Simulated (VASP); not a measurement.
ZrB:

```
Zr B
1.0
     3.47616    0.00000    0.00000
    -1.73808    3.01044    0.00000
     0.00000    0.00000    5.66064
Zr B
2 2
Direct
  0.00000 0.00000 0.00000
  0.00000 0.00000 0.50000
  0.33333 0.66667 0.25000
  0.66667 0.33333 0.75000
```

```yaml
Program: VASP 6.6.1
Task: relaxation of cell and atoms
Functional: r2SCAN
Potentials_or_basis: VASP PAW PBE potentials, release 64 (Zr_sv, B)
Cutoff: 600 eV
k_mesh: 12 × 12 × 6
Occupations: gaussian, width 0.1 eV
Spin: no spin polarisation
```

At the start: pressure 7.5 GPa; volume 14.81 Å³/atom.

Problem. Where does the relaxation end?

Solution. Over 9 steps the energy falls by 101.4 meV/atom and the volume is 15.44 Å³/atom (+4.2 %); space group P6_3/mmc (No. 194, to 0.1 Å) before and after.

Step by step:
```
step  energy change (eV)  largest force (eV/Å)  pressure (GPa)  volume (Å³)
   1              0.0000                0.0000            7.47        59.24
   2             -0.3349                0.0000           -6.57        65.07
   3             -0.3650                0.0000           -3.76        63.60
   4             -0.3990                0.0000            1.91        60.92
   5             -0.4056                0.0000            0.21        61.67
   6             -0.4056                0.0000            0.13        61.71
   7             -0.4057                0.0000           -0.10        61.81
   8             -0.4057                0.0000           -0.08        61.79
   9             -0.4057                0.0000            0.02        61.75
```

Final structure:
```
Zr B
1.0
     3.39549    0.00000    0.00000
    -1.69775    2.94058    0.00000
     0.00000    0.00000    6.18431
Zr B
2 2
Direct
  0.00000 0.00000 0.00000
  0.00000 0.00000 0.50000
  0.33333 0.66667 0.25000
  0.66667 0.33333 0.75000
```

Caveat: the PAW data sets were made with another functional, which shifts forces and pressure a little.
